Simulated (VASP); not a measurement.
# I: relaxation of cell and atoms with PBEsol

Crystal: I.

```
I
1.0
    -2.08938    2.08938    2.08938
     2.08938   -2.08938    2.08938
     2.08938    2.08938   -2.08938
I
1
Direct
  0.00000 0.00000 0.00000
```

- Program: VASP 6.6.1
- Task: relaxation of cell and atoms
- Functional: PBEsol
- Potentials or basis: VASP PAW PBE potentials, release 64 (I)
- Cutoff: 500 eV
- k mesh: 15 × 15 × 15
- Occupations: methfessel-paxton, width 0.1 eV
- Spin: no spin polarisation
- Dipole correction: no
- Further INCAR settings: ALGO = Normal; EDIFF = 1e-07; IBRION = 2; EDIFFG = -0.01; NSW = 80; ISIF = 3

| Item | Value |
| --- | --- |
| Relaxed volume | 32.62 Å³/atom |
| Relaxed cell | a = 3.486 Å, b = 3.486 Å, c = 3.486 Å, α = 109.47°, β = 109.47°, γ = 109.47° |
| Space group after relaxing (to 0.1 Å) | Im-3m (No. 229) |
| Energy gained by relaxing | 38.1 meV/atom |
| Ionic steps | 3 |
| Pressure after relaxing | 0.0 GPa |
| Band gap on the k mesh | zero (an odd number of electrons rules out a gap without spin polarisation) |

The path:
```
step  energy change (eV)  largest force (eV/Å)  pressure (GPa)  volume (Å³)
   1              0.0000                0.0000           -2.77        36.48
   2             -0.0367                0.0000           -0.64        33.25
   3             -0.0381                0.0000           -0.03        32.62
```

Final structure:
```cif
data_structure
_symmetry_space_group_name_H-M 'P 1'
_symmetry_Int_Tables_number 1
_cell_length_a 3.4862
_cell_length_b 3.4862
_cell_length_c 3.4862
_cell_angle_alpha 109.471
_cell_angle_beta 109.471
_cell_angle_gamma 109.471
_cell_volume 32.62
loop_
_atom_site_label
_atom_site_type_symbol
_atom_site_fract_x
_atom_site_fract_y
_atom_site_fract_z
_atom_site_occupancy
I1 I 0.00000 0.00000 0.00000 1
```

Levels at points of the mesh, in eV from the Fermi level:
| k point | band 1 | band 2 | band 3 | band 4 | band 5 | band 6 | band 7 |
| --- | --- | --- | --- | --- | --- | --- | --- |
| (0.00, 0.00, 0.00) | -14.10 | 0.97 | 0.97 | 0.97 | 7.25 | 9.71 | 9.71 |

Run time: 49 s on 1 thread of AMD EPYC 9R14 (Zen 4) (shared host), peak memory 0.15 GiB.

Caveat: the PAW data sets were made with another functional, which shifts forces and pressure a little; spin-orbit coupling is left out, which moves the levels of the heavy elements; an odd number of electrons without spin polarisation forces a metal; a magnetic or distorted state may lie lower.
